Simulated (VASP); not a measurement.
A run of VASP 6.6.1:

File INCAR:

```
SYSTEM = HC12
ALGO = Normal
EDIFF = 1E-7
ENCUT = 520
ISIF = 2
ISMEAR = 0
LASPH = .True.
LCHARG = .True.
LELF = .True.
LREAL = .False.
LVHAR = .True.
LWAVE = .False.
NBANDS = 36
NELECT = 48.0
NELM = 80
PREC = Accurate
SIGMA = 0.05
```

Contents of KPOINTS:

```
k-points
0
Gamma
  6 6 6
  0 0 0
```

Contents of POSCAR:

```
HC12
1.0
    1.7657489870     -3.5314979740     -1.7657489870
    3.5314979740     -1.7657489870      1.7657489870
   -1.7657489870     -3.5314979740      1.7657489870
C H
12 1
Direct
    0.2500000000      1.0000000000      0.2500000000
    0.0833333333      0.3333333333      0.7500000000
    0.9166666667      0.6666666667      0.2500000000
    0.7500000000      1.0000000000      0.7500000000
    0.5833333333      0.3333333333      0.2500000000
    0.4166666667      0.6666666667      0.7500000000
    0.9583333333      0.3333333333      0.1250000000
    0.7916666667      0.6666666667      0.6250000000
    0.6250000000      1.0000000000      0.1250000000
    0.4583333333      0.3333333333      0.6250000000
    0.2916666667      0.6666666667      0.1250000000
    0.1250000000      1.0000000000      0.6250000000
    1.1666666667      0.2500000000      0.4166666667
```

Potentials or basis: VASP PAW LDA potentials, release 64 (C, H).

Run with:

```bash
$ cat potpaw_LDA.64/C/POTCAR potpaw_LDA.64/H/POTCAR > POTCAR
$ mpirun -np 1 vasp_std > vasp.out
```

Hardware: 1 thread of AMD EPYC 7R13, on a shared host.

Q: How long does it take, and how much memory?

A: Run time: 7.2 min on 1 thread of AMD EPYC 7R13, with other jobs on the host, peak memory 0.25 GiB. Counts: scf iterations 13, k points 112.
